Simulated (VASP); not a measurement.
A run of VASP 6.6.1 is set up as follows.

Contents of INCAR:

```
PREC     = Accurate       # precision mode
ENCUT    = 520            # plane-wave cutoff, eV
EDIFF    = 1E-8           # SCF threshold, eV
ISMEAR   = -1             # smearing method
SIGMA    = 0.02           # smearing width, eV
LREAL    = False          # projectors in reciprocal space
LASPH    = True           # aspherical terms in the spheres
NELM     = 100            # most SCF steps
ALGO     = Normal         # electronic algorithm
ISIF     = 2              # what is computed and relaxed
LWAVE    = False          # write WAVECAR
LCHARG   = False          # write CHGCAR
GGA      = CA             # functional
LEFG     = True         
NBANDS   = 16             # bands
```

File KPOINTS:

```
Automatic mesh
0
Gamma
  8 8 8
```

File POSCAR:

```
AgCl
1.0
    0.0000000000      2.6899555000      2.7731500000
    2.6899555000      0.0000000000      2.7731500000
    2.6899555000      2.6899555000      0.0000000000
Ag Cl
1 1
Direct
    0.5000000000      0.5000000000      0.5000000000
    0.0000000000      0.0000000000      0.0000000000
```

Potentials or basis: VASP PAW LDA potentials, release 64 (Ag, Cl).

Run with:

```bash
$ cat potpaw_LDA.64/Ag/POTCAR potpaw_LDA.64/Cl/POTCAR > POTCAR
$ mpirun -np 1 vasp_std > vasp.out
```

Task: Predict the pressure.

Result: -2.7 GPa.

Task: What does it give for the band gap on the k mesh?

Result: 0.55 eV (least direct gap 3.14 eV).

Stress tensor (GPa, compression positive):
```
-2.40  0.00  0.00
 0.00 -2.40  0.00
 0.00  0.00 -3.18
```

Caveat: the cell differs from its parent crystal (equal xx and yy strain of -3 %); without QUAD_EFG the Cq values of the log hold for a quadrupole moment of 1 mb, not for the nuclei. A k mesh can miss the band edges.
